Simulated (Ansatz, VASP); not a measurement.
## One calculation of CsH, two programs

File POSCAR:

```
CsH
1.0
    0.0000000000      3.0883090280      3.3971399308
    3.0883090280      0.0000000000      3.3971399308
    3.0883090280      3.0883090280      0.0000000000
Cs H
1 1
Direct
    0.0000000000      0.0000000000      0.0000000000
    0.5000000000      0.5000000000      0.5000000000
```

Contents of INCAR.step1:

```
SYSTEM = CsH
ALGO = Normal
EDIFF = 1E-4
ENCUT = 520
GGA = PE
ISMEAR = 0
LASPH = .True.
LCHARG = .False.
LREAL = .False.
LWAVE = .True.
NBANDS = 12
NELM = 80
PREC = Accurate
SIGMA = 0.05
```

The input INCAR.step2:

```
SYSTEM = CsH
ALGO = Normal
EDIFF = 1E-7
ENCUT = 520
ISIF = 2
ISMEAR = 0
ISTART = 1
LASPH = .True.
LCHARG = .False.
LMIXTAU = .True.
LREAL = .False.
LWAVE = .False.
METAGGA = R2SCAN
NBANDS = 12
NELM = 80
PREC = Accurate
SIGMA = 0.05
```

Contents of KPOINTS:

```
k-points
0
Gamma
  8 8 8
  0 0 0
```

Input for Ansatz:

```yaml
crystal:
  lattice:
    - [0.0, 3.088309028, 3.3971399308]
    - [3.088309028, 0.0, 3.3971399308]
    - [3.088309028, 3.088309028, 0.0]
  atoms:
    - { symbol: Cs, position: [0.0, 0.0, 0.0] }
    - { symbol: H, position: [0.5, 0.5, 0.5] }
basis:
  ecutwfc: 500
kpoints:
  mp_grid: { grid: [8, 8, 8] }
hamiltonian:
  xc: r2scan
scf:
  occupations: { method: gaussian, width: 0.05 }
output:
  forces: true
  stress: true
  eigenvalues: true
```

Alike in both runs: task single point; functional r2SCAN; k mesh 8 × 8 × 8; occupations gaussian, width 0.05 eV; no spin polarisation.

|  | VASP | Ansatz |
| --- | --- | --- |
| version | VASP 6.6.1 | Ansatz 0.2.0 |
| potentials or method | VASP PAW PBE potentials, release 64 (Cs_sv, H), cutoff 520 eV | scalar-relativistic, plane waves, PAW |
| valence electrons in the cell | 10 | 10 |

Ansatz gave:

```
gap on the k mesh at the Fermi level (eV)                     : 2.64
least direct gap on the mesh (eV)                             : 2.64
pressure (GPa)                                                : 0.2
traceless stress, the component that is largest in VASP (GPa) : -1.25
```

Q: Which values does VASP return?

A: gap on the k mesh at the Fermi level (eV): 2.62; least direct gap on the mesh (eV): 2.62; pressure (GPa): 0.3; traceless stress, the component that is largest in VASP (GPa): -1.28.

VASP's potentials were made for PBE, not for r2SCAN. The functional is the same, so the differences come from potentials, cutoffs and numerics.

Spin-orbit coupling is off throughout.
